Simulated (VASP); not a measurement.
# BaH4 (R-3m) in VASP: further runs

BaH4 is run at these levels: PBE; tasks: relaxation of shape and atoms at fixed volume.

Program: VASP 6.6.1. These are calculated values, not measurements. Logs are shortened: lines on timing, memory, paths and dates and some standing lists are left out, and cuts for length are marked.

## Step 1: The cell of the first run

It takes space group R-3m (No. 166, trigonal). The conventional cell has a = 4.627 Å, b = 4.627 Å, c = 10.714 Å, α = 90.00°, β = 90.00°, γ = 120.00°. Ba (site symmetry -3m) has 20 H at 2.78 to 3.44 Å within 3.7 Å. H (site symmetry 3m) has 14 H at 2.19 to 3.33 Å and 4 Ba at 2.78 to 2.79 Å within 3.4 Å. Within 1.1 Å of H (site symmetry 3m) lie 1 H at 0.78 Å.

## Step 2: Relaxation of shape and atoms at fixed volume, PBE (13.24 Å³/atom)

Input file INCAR:

```
SYSTEM = BaH4
PREC = Accurate
ENCUT = 600
EDIFF = 1E-6
ISMEAR = 0
SIGMA = 0.02
LREAL = .False.
LASPH = .True.
NELM = 100
ALGO = Normal
ISIF = 4
LWAVE = .False.
LCHARG = .False.
GGA = PE
IBRION = 2
NSW = 50
EDIFFG = -0.01
```

Input file KPOINTS:

```
Automatic mesh
0
Gamma
  6 6 6
  0 0 0
```

Input file POSCAR:

```
BaH4
1.0
    2.3135009727      1.3357004093      3.5712687927
   -2.3135009727      1.3357004093      3.5712687927
    0.0000000000     -2.6714008187      3.5712687927
Ba H
1 4
Direct
    0.0000000000      0.0000000000      0.0000000000
    0.7408673521      0.7408673521      0.7408673521
    0.2591326479      0.2591326479      0.2591326479
    0.4636919780      0.4636919780      0.4636919780
    0.5363080220      0.5363080220      0.5363080220
```

Potentials or basis: VASP PAW PBE potentials, release 64 (Ba_sv, H).

Run with:

```bash
$ cat potpaw_PBE.64/Ba_sv/POTCAR potpaw_PBE.64/H/POTCAR > POTCAR
$ mpirun -np 1 vasp_std > vasp.out
```

OUTCAR:

```text
SYSTEM = BaH4
   PREC = Accurate
   ENCUT = 600
   EDIFF = 1E-6
   ISMEAR = 0
   LREAL = .False.
   LASPH = .True.
   NELM = 100
   ISIF = 4
   GGA = PE
   IBRION = 2
   NSW = 50
   EDIFFG = -0.01

 ion  position               nearest neighbor table
   1  0.000  0.000  0.000-   2 2.78   3 2.78   2 2.79   3 2.79   2 2.79   2 2.79   3 2.79   3 2.79

   2  0.741  0.741  0.741-   1 2.78   1 2.79   1 2.79   1 2.79
   3  0.259  0.259  0.259-   1 2.78   1 2.79   1 2.79   1 2.79
   4  0.464  0.464  0.464-   5 0.78
   5  0.536  0.536  0.536-   4 0.78

  LATTYP: Found a trigonal (rhomboedric) cell.
 ALAT       =     4.4598590924
 COS(alpha) =     0.4618205712

  Lattice vectors:

 A1 = (   2.3135009727,   1.3357004093,   3.5712687927)
 A2 = (  -2.3135009727,   1.3357004093,   3.5712687927)
 A3 = (   0.0000000000,  -2.6714008187,   3.5712687927)

Analysis of symmetry for initial positions (statically):
=====================================================================
 Subroutine PRICEL returns:
 Original cell was already a primitive cell.

 Routine SETGRP: Setting up the symmetry group for a
 trigonal (rhombohedral) supercell.

 Subroutine GETGRP returns: Found 12 space group operations
 (whereof 12 operations were pure point group operations)
 out of a pool of 12 trial point group operations.

The static configuration has the point symmetry D_3d.

Analysis of symmetry for dynamics (positions and initial velocities):
=====================================================================
 Subroutine PRICEL returns:
 Original cell was already a primitive cell.

 Routine SETGRP: Setting up the symmetry group for a
 trigonal (rhombohedral) supercell.

 Subroutine GETGRP returns: Found 12 space group operations
 (whereof 12 operations were pure point group operations)
 out of a pool of 12 trial point group operations.

The dynamic configuration has the point symmetry D_3d.

 Subroutine INISYM returns: Found 12 space group operations
 (whereof 12 operations are pure point group operations),
 and found     1 'primitive' translations

----------------------------------------------------------------------------------------

                                     Primitive cell

  volume of cell :      66.2144

  direct lattice vectors                    reciprocal lattice vectors
     2.313500973  1.335700409  3.571268793     0.216122667  0.124778480  0.093337509
    -2.313500973  1.335700409  3.571268793    -0.216122667  0.124778480  0.093337509
     0.000000000 -2.671400819  3.571268793     0.000000000 -0.249556960  0.093337509

  length of vectors
     4.459859092  4.459859092  4.459859092     0.266440550  0.266440550  0.266440550

  position of ions in fractional coordinates (direct lattice)
     0.000000000  0.000000000  0.000000000
     0.740867352  0.740867352  0.740867352
     0.259132648  0.259132648  0.259132648
     0.463691978  0.463691978  0.463691978
     0.536308022  0.536308022  0.536308022

  ion indices of the primitive-cell ions
   primitive index   ion index
                 1           1
                 2           2
                 3           3
                 4           4
                 5           5

----------------------------------------------------------------------------------------

 KPOINTS: Automatic mesh

Automatic generation of k-mesh.
 Grid dimensions read from file:
 generate k-points for:    6    6    6

 Generating k-lattice:

  Cartesian coordinates                     Fractional coordinates (reciprocal lattice)
     0.036020444  0.020796413  0.015556252     0.166666667  0.000000000  0.000000000
    -0.036020444  0.020796413  0.015556252     0.000000000  0.166666667  0.000000000
     0.000000000 -0.041592827  0.015556252     0.000000000  0.000000000  0.166666667

  Length of vectors
     0.044406758  0.044406758  0.044406758

  Shift w.r.t. Gamma in fractional coordinates (k-lattice)
     0.000000000  0.000000000  0.000000000

 Subroutine IBZKPT returns following result:
 ===========================================

 Found     32 irreducible k-points:

 Following reciprocal coordinates:
            Coordinates               Weight
  0.000000  0.000000  0.000000      1.000000
  0.166667  0.000000  0.000000      6.000000
  0.333333  0.000000 -0.000000      6.000000
  0.500000  0.000000  0.000000      3.000000
  0.166667  0.166667  0.000000      6.000000
  0.333333  0.166667 -0.000000     12.000000
[... 16 lines left out ...]
  0.500000  0.500000  0.166667      6.000000
 -0.333333  0.500000  0.166667     12.000000
 [... further k-points ...]
   k-points           NKPTS =     32   k-points in BZ     NKDIM =     32   number of bands    NBANDS=     11
   number of dos      NEDOS =    301   number of ions     NIONS =      5
   total plane-waves  NPLWV =  46656
   dimension x,y,z NGX =    36 NGY =   36 NGZ =   36
   dimension x,y,z NGXF=    72 NGYF=   72 NGZF=   72
   ions per type =               1   4
   NGX,Y,Z   is equivalent  to a cutoff of  13.42, 13.42, 13.42 a.u.
   NGXF,Y,Z  is equivalent  to a cutoff of  26.84, 26.84, 26.84 a.u.
 SYSTEM =  BaH4
   PREC   = accura    normal or accurate (medium, high low for compatibility)
   ISTART =      0    job   : 0-new  1-cont  2-samecut
   ICHARG =      2    charge: 1-file 2-atom 10-const
   ISPIN  =      1    spin polarized calculation?
   LNONCOLLINEAR =      F non collinear calculations
   LSORBIT =      F    spin-orbit coupling
   LASPH  =      T    aspherical Exc in radial PAW
   ENCUT  =  600.0 eV  44.10 Ry    6.64 a.u.   8.91  8.91  8.91*2*pi/ulx,y,z
   NELM   =    100;   NELMIN=  2; NELMDL= -5     # of ELM steps
   EDIFF  = 0.1E-05   stopping-criterion for ELM
   LREAL  =      F    real-space projection
   EDIFFG = -.1E-01   stopping-criterion for IOM
   NSW    =     50    number of steps for IOM
   IBRION =      2    ionic relax: 0-MD 1-quasi-New 2-CG
   NFREE  =      1    steps in history (QN), initial steepest desc. (CG)
   ISIF   =      4    stress and relaxation
   ISYM   =      2    0-nonsym 1-usesym 2-fastsym
   POTIM  = 0.5000    time-step for ionic-motion
   TEBEG  =    0.0;   TEEND  =   0.0 temperature during run
   PSTRESS=    0.0 pullay stress
   NELECT =      14.0000    total number of electrons
   NUPDOWN=      -1.0000    fix difference up-down
   EMIN   =  10.00;   EMAX   =-10.00  energy-range for DOS
   EFERMI =   0.00;   METHOD = LEGACY
   ISMEAR =     0;   SIGMA  =   0.02  broadening in eV -4-tet -1-fermi 0-gaus
   EFERMI_NEDOS =   21; number of points for ismear=-14 and -15
   IALGO  =     38    algorithm
   IMIX   =      4    mixing-type and parameters
     AMIX     =   0.40;   BMIX     =  1.00
     AMIX_MAG =   1.60;   BMIX_MAG =  1.00
  volume/ion in A,a.u.               =      13.24        89.37
  Fermi-wavevector in a.u.,A,eV,Ry     =   0.975289  1.843029 12.941707  0.951189
  Thomas-Fermi vector in A             =   2.105817
   LORBIT       =      0    0 simple, 1 ext, 2 COOP (PROOUT), +10 PAW based schemes
   GGA     = PE    functional components
   LHFCALC =     F    Hartree Fock is set to
   AEXX    =    0.0000 exact exchange contribution
   IVDW    =     0    specifies the selected vdW correction
   LEPSILON=     F    determine dielectric tensor
   LRPA    =     F    only Hartree local field effects (RPA)
 conjugate gradient relaxation of ions
 non-spin polarized calculation
 Gauss-broadening in eV      SIGMA  =   0.02
  energy-cutoff  :      600.00
  volume of cell :       66.21
 maximum number of plane-waves:      2234
   NGX = 17   NGY = 17   NGZ = 17

--------------------------------------- Ionic step        1  -------------------------------------------

 number of electron      14.0000000 magnetization

 Free energy of the ion-electron system (eV)
  ---------------------------------------------------
  ext. energy  EPLUGINS =         0.00000000
  ---------------------------------------------------
  free energy    TOTEN  =       -16.78884507 eV

  energy without entropy =      -16.78884507  energy(sigma->0) =      -16.78884507

------------------------ aborting loop because EDIFF is reached ----------------------------------------

  FORCE on cell =-STRESS in cart. coord.  units (eV):
  Direction    XX          YY          ZZ          XY          YZ          ZX
  --------------------------------------------------------------------------------------
  -------------------------------------------------------------------------------------
  Total       -0.1588940     -0.1588940     -0.3584463      0.0000000      0.0000000      0.0000000
  in kB       -3.8447264     -3.8447264     -8.6732549      0.0000000      0.0000000      0.0000000
  external PRESSURE =      -5.4542359 kB  Pullay stress =       0.0000000 kB
[... 63 lines left out ...]
  energy  without entropy=      -16.7859133117  energy(sigma->0) =      -16.78591331

--------------------------------------- Ionic step        3  -------------------------------------------

 number of electron      14.0000000 magnetization

 Free energy of the ion-electron system (eV)
  ---------------------------------------------------
  ext. energy  EPLUGINS =         0.00000000
  ---------------------------------------------------
  free energy    TOTEN  =       -16.79003116 eV

  energy without entropy =      -16.79003116  energy(sigma->0) =      -16.79003116

 E-fermi :   0.5887     XC(G=0):  -8.3149

 val. band max:        0.4231180287   @ k =   0.0000   0.0000   0.0000
 cond. band min:       2.9351464611   @ k =   0.5000   0.0000   0.0000
 fundamental gap:      2.5120284325
 Fermi energy:         0.5887233862

 k-point     1 :       0.0000    0.0000    0.0000
  band No.  band energies     occupation
      1     -26.4668      2.00000
      2     -11.4759      2.00000
      3     -11.4759      2.00000
      4     -11.4540      2.00000
      5      -7.1674      2.00000
      6      -1.2423      2.00000
      7       0.4231      2.00000
      8       3.5572      0.00000
      9       3.5572      0.00000
     10       3.9790      0.00000
     11       5.4657      0.00000
[... 309 lines left out ...]
 k-point    24 :      -0.3333    0.5000    0.1667
  band No.  band energies     occupation
      1     -26.4149      2.00000
      2     -11.8863      2.00000
      3     -11.7140      2.00000
      4     -11.6528      2.00000
      5      -6.6396      2.00000
      6      -1.3347      2.00000
      7      -0.8578      2.00000
      8       3.6410      0.00000
      9       5.3138      0.00000
     10       6.1072      0.00000
     11       6.8445      0.00000

 [... further k-points ...]

------------------------ aborting loop because EDIFF is reached ----------------------------------------

  FORCE on cell =-STRESS in cart. coord.  units (eV):
  Direction    XX          YY          ZZ          XY          YZ          ZX
  --------------------------------------------------------------------------------------
  -------------------------------------------------------------------------------------
  Total       -0.1685937     -0.1685937     -0.1263029      0.0000000      0.0000000      0.0000000
  in kB       -4.0794297     -4.0794297     -3.0561269      0.0000000      0.0000000      0.0000000
  external PRESSURE =      -3.7383288 kB  Pullay stress =       0.0000000 kB
[... 20 lines left out ...]
  FREE ENERGIE OF THE ION-ELECTRON SYSTEM (eV)
  ---------------------------------------------------
  free  energy   TOTEN  =       -16.7900311589 eV

  energy  without entropy=      -16.7900311589  energy(sigma->0) =      -16.79003116

 reached required accuracy - stopping structural energy minimisation
```

It took 28 s on 1 thread of AMD EPYC 9R45 (Zen 5), shared host; peak memory 0.19 GiB.

What came out:

```
Free energy                  : -16.7900 eV
Energy gained by relaxing    : 0.2 meV/atom
Ionic steps                  : 3
Pressure after relaxing      : -0.4 GPa
Largest force after relaxing : 0.008 eV/Å
Band gap on the k mesh       : 2.51 eV (least direct gap 2.96 eV)
```

Forces on the atoms (eV/Å):
```
Ba   0.000  0.000  0.000
H    0.000  0.000  0.008
H    0.000  0.000 -0.008
H    0.000  0.000  0.002
H    0.000  0.000 -0.002
```

Step by step:
| step | energy change (eV) | largest force (eV/Å) | pressure (GPa) | volume (Å³) |
| --- | --- | --- | --- | --- |
| 1 | 0.0000 | 0.2563 | -0.55 | 66.21 |
| 2 | 0.0029 | 0.5017 | -0.04 | 66.21 |
| 3 | -0.0012 | 0.0080 | -0.37 | 66.21 |

Final structure:
```
Ba H
1.0
     2.31403    1.33601    3.56964
    -2.31403    1.33601    3.56964
     0.00000   -2.67201    3.56964
Ba H
1 4
Direct
  0.00000 0.00000 0.00000
  0.74087 0.74087 0.74087
  0.25913 0.25913 0.25913
  0.46410 0.46410 0.46410
  0.53590 0.53590 0.53590
```

Caveat: spin-orbit coupling is left out, which moves the levels of the heavy elements.

## Step 3: Relaxation of shape and atoms at fixed volume, PBE (13.63 Å³/atom)

This run uses another cell than the first one, of 13.63 Å³/atom.

Input file INCAR:

```
SYSTEM = BaH4
ALGO = Normal
EDIFF = 1E-6
EDIFFG = -0.01
ENCUT = 600
GGA = PE
IBRION = 2
ISIF = 4
ISMEAR = 0
LASPH = .True.
LCHARG = .False.
LREAL = .False.
LWAVE = .False.
NELM = 80
NSW = 50
PREC = Accurate
SIGMA = 0.02
```

Input file KPOINTS:

```
k-points
0
Gamma
  6 6 6
  0 0 0
```

Input file POSCAR:

```
BaH4
1.0
    2.3356076236      1.3484636902      3.6060420264
   -2.3356076236      1.3484636902      3.6060420264
    0.0000000000     -2.6969273804      3.6060420264
Ba H
1 4
Direct
    0.0000000000      0.0000000000      0.0000000000
    0.7411658501      0.7411658501      0.7411658501
    0.2588341499      0.2588341499      0.2588341499
    0.4640905919      0.4640905919      0.4640905919
    0.5359094081      0.5359094081      0.5359094081
```

Potentials or basis: VASP PAW PBE potentials, release 64 (Ba_sv, H).

Run with:

```bash
$ cat potpaw_PBE.64/Ba_sv/POTCAR potpaw_PBE.64/H/POTCAR > POTCAR
$ mpirun -np 1 vasp_std > vasp.out
```

Run time: 38 s. Hardware: 1 thread of AMD EPYC 9R45 (Zen 5), shared host; peak memory 0.19 GiB.

Results (log left out):

```
Free energy                  : -16.7817 eV
Energy gained by relaxing    : 0.2 meV/atom
Ionic steps                  : 5
Pressure after relaxing      : -1.1 GPa
Largest force after relaxing : 0.009 eV/Å
Band gap on the k mesh       : 2.51 eV (least direct gap 3.00 eV)
```

Forces in eV/Å, atoms in the order of the input:
```
Ba   0.000  0.000  0.000
H    0.000  0.000  0.009
H    0.000  0.000 -0.009
H    0.000  0.000  0.000
H    0.000  0.000  0.000
```

The path:
```
step  energy change (eV)  largest force (eV/Å)  pressure (GPa)  volume (Å³)
   1              0.0000                0.2526           -1.26        68.14
   2              0.0028                0.4947           -0.78        68.14
   3             -0.0011                0.0108           -1.10        68.14
   4             -0.0012                0.0103           -1.10        68.14
   5             -0.0012                0.0090           -1.09        68.14
```

Final structure:
```
Ba H
1.0
     2.33428    1.34770    3.61015
    -2.33428    1.34770    3.61015
     0.00000   -2.69539    3.61015
Ba H
1 4
Direct
  0.00000 0.00000 0.00000
  0.74135 0.74135 0.74135
  0.25866 0.25866 0.25866
  0.46456 0.46456 0.46456
  0.53544 0.53544 0.53544
```

Levels at points of the mesh, in eV from the valence-band top:
| k point | band 3 | band 4 | band 5 | band 6 | band 7 | band 8 | band 9 | band 10 | band 11 |
| --- | --- | --- | --- | --- | --- | --- | --- | --- | --- |
| (0.00, 0.00, 0.00) | -11.99 | -11.97 | -7.53 | -1.70 | 0.00 | 3.12 | 3.12 | 3.51 | 4.96 |
| (0.50, 0.00, 0.00) | -12.02 | -12.02 | -6.79 | -2.44 | -0.49 | 2.51 | 2.89 | 5.76 | 5.78 |
| (0.50, 0.50, 0.00) | -12.14 | -12.11 | -7.14 | -1.86 | -1.15 | 4.09 | 4.97 | 5.75 | 6.01 |
| (0.50, 0.50, 0.50) | -12.05 | -12.05 | -6.76 | -2.80 | -0.50 | 2.76 | 2.76 | 5.79 | 6.14 |

Caveat: spin-orbit coupling is left out, which moves the levels of the heavy elements. A k mesh can miss the band edges.

## Step 4: Relaxation of shape and atoms at fixed volume, PBE (14.14 Å³/atom)

This run uses another cell than the first one, of 14.14 Å³/atom.

Input file INCAR:

```
PREC = Accurate ; ENCUT = 600
EDIFF = 1E-7 ; ISMEAR = 0
SIGMA = 0.02 ; LREAL = F
LASPH = T ; NELM = 60
ALGO = Normal ; ISIF = 4
LWAVE = F ; LCHARG = F
GGA = PE ; IBRION = 2
NSW = 50 ; EDIFFG = -0.01
```

Input file KPOINTS:

```
regular mesh
0
Gamma
  6 6 6
```

Input file POSCAR:

```
BaH4
1.0
    2.3635374455      1.3645889804      3.6542007098
   -2.3635374455      1.3645889804      3.6542007098
    0.0000000000     -2.7291779608      3.6542007098
Ba H
1 4
Direct
    0.0000000000      0.0000000000      0.0000000000
    0.7416934646      0.7416934646      0.7416934646
    0.2583065354      0.2583065354      0.2583065354
    0.4645166460      0.4645166460      0.4645166460
    0.5354833540      0.5354833540      0.5354833540
```

Run with:

```bash
$ cat potpaw_PBE.64/Ba_sv/POTCAR potpaw_PBE.64/H/POTCAR > POTCAR
$ mpirun -np 1 vasp_std > vasp.out
```

Wall time 44 s (1 thread of AMD EPYC 9R45 (Zen 5), shared host); peak memory 0.19 GiB.

Results (log left out):

```yaml
Free_energy: -16.7582 eV
Energy_gained_by_relaxing: 0.4 meV/atom
Ionic_steps: 5
Pressure_after_relaxing: -1.9 GPa
Largest_force_after_relaxing: 0.010 eV/Å
Band_gap_on_the_k_mesh: 2.52 eV (least direct gap 3.05 eV)
```

Forces in eV/Å, atoms in the order of the input:
```
Ba   0.000  0.000  0.000
H    0.000  0.000  0.010
H    0.000  0.000 -0.010
H    0.000  0.000  0.000
H    0.000  0.000  0.000
```

The path:
```csv
step,energy change (eV),largest force (eV/Å),pressure (GPa),volume (Å³)
1,0.0000,0.3153,-2.11,70.71
2,0.0046,0.6354,-1.52,70.71
3,-0.0018,0.0119,-1.91,70.71
4,-0.0018,0.0113,-1.91,70.71
5,-0.0019,0.0096,-1.90,70.71
```

Final structure:
```
CELL_PARAMETERS angstrom
2.36208 1.36375 3.65870
-2.36208 1.36375 3.65870
0.00000 -2.72750 3.65870
ATOMIC_POSITIONS crystal
Ba 0.00000 0.00000 0.00000
H 0.74189 0.74189 0.74189
H 0.25811 0.25811 0.25811
H 0.46508 0.46508 0.46508
H 0.53492 0.53492 0.53492
```

Levels at points of the mesh, in eV from the valence-band top:
```tsv
k point	band 5	band 6	band 7	band 8	band 9	band 10
(0.00, 0.00, 0.00)	-7.44	-1.74	0.00	3.10	3.10	3.46
(0.50, 0.00, 0.00)	-6.78	-2.36	-0.53	2.52	2.88	5.62
(0.50, 0.50, 0.00)	-7.07	-1.79	-1.18	3.96	4.88	5.63
(0.50, 0.50, 0.50)	-6.75	-2.70	-0.54	2.77	2.77	5.63
```

Caveat: spin-orbit coupling is left out, which moves the levels of the heavy elements.

## Step 5: Summary

```tsv
cell	gap on the mesh (eV)	pressure (GPa)	largest force (eV/Å)
relaxed from a = 4.460 Å, angles 62.5°, 5 atoms, atomic positions A	2.51	-0.4	0.01
relaxed from a = 4.503 Å, angles 62.5°, 5 atoms, atomic positions B	2.51	-1.1	0.01
relaxed from a = 4.561 Å, angles 62.4°, 5 atoms, atomic positions C	2.52	-1.9	0.01
```

Alike in all rows: task relaxation of shape and atoms at fixed volume; level PBE; potentials or basis VASP PAW PBE potentials, release 64 (Ba_sv, H); no spin polarisation; k mesh 6 × 6 × 6; cutoff (eV) 600; smearing gaussian 0.02 eV.

Caveats: spin-orbit coupling is left out, which moves the levels of the heavy elements.

Absolute energies hang on the potentials; compare differences alone.
